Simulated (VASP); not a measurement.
Input of a VASP 6.6.1 run:

The input POSCAR:

```
CaO
1.0
    0.0000000000      2.4035556960      2.4035556960
    2.4035556960      0.0000000000      2.4035556960
    2.4035556960      2.4035556960      0.0000000000
Ca O
1 1
Direct
    0.0000000000      0.0000000000      0.0000000000
    0.5000000000      0.5000000000      0.5000000000
```

File INCAR.step1:

```
ALGO = Normal ; EDIFF = 1E-5
ENCUT = 600 ; GGA = PE
ISMEAR = -1 ; LASPH = T
LCHARG = F ; LREAL = F
LWAVE = T ; NBANDS = 15
NELM = 80 ; PREC = Accurate
SIGMA = 0.05
```

The input INCAR.step2:

```
AEXX = 1.0 ; AGGAC = 0.0
ALDAC = 0.0 ; ALGO = Normal
EDIFF = 1E-6 ; EDIFFG = -0.01
ENCUT = 600 ; GGA = PE
IBRION = 2 ; ISIF = 3
ISMEAR = -1 ; ISTART = 1
LASPH = T ; LCHARG = F
LHFCALC = T ; LREAL = F
LWAVE = F ; NELM = 80
NSW = 60 ; PREC = Accurate
PRECFOCK = Normal ; SIGMA = 0.05
```

File KPOINTS:

```
k-points
0
Gamma
  5 5 5
```

Potentials or basis: VASP PAW PBE potentials, release 64 (Ca_sv, O).

Command:

```sh
$ cat potpaw_PBE.64/Ca_sv/POTCAR potpaw_PBE.64/O/POTCAR > POTCAR
$ cp INCAR.step1 INCAR
$ mpirun -np 1 vasp_std > vasp.out
$ cp INCAR.step2 INCAR
$ mpirun -np 1 vasp_std > vasp.out
```

Question: Estimate the relaxed cell.

Answer: a = 3.440 Å, b = 3.440 Å, c = 3.440 Å, α = 60.00°, β = 60.00°, γ = 60.00°.

Question: What does it give for the space group after relaxing (to 0.1 Å)?

Answer: Fm-3m (No. 225).

Question: Predict the relaxed volume.

Answer: 14.39 Å³/atom.

Question: Estimate the band gap on the k mesh.

Answer: 14.21 eV (least direct gap 14.25 eV).

Step by step:
```csv
step,energy change (eV),largest force (eV/Å),pressure (GPa),volume (Å³)
1,0.0000,0.0000,4.52,27.77
2,-0.0095,0.0000,-2.19,29.38
3,-0.0138,0.0000,0.08,28.78
```

Caveat: the k points lie up to 0.45 Å⁻¹ apart in the final cell; the PAW data sets were made with another functional, which shifts forces and pressure a little; an odd mesh through Γ misses points on the zone boundary, where band edges can lie.
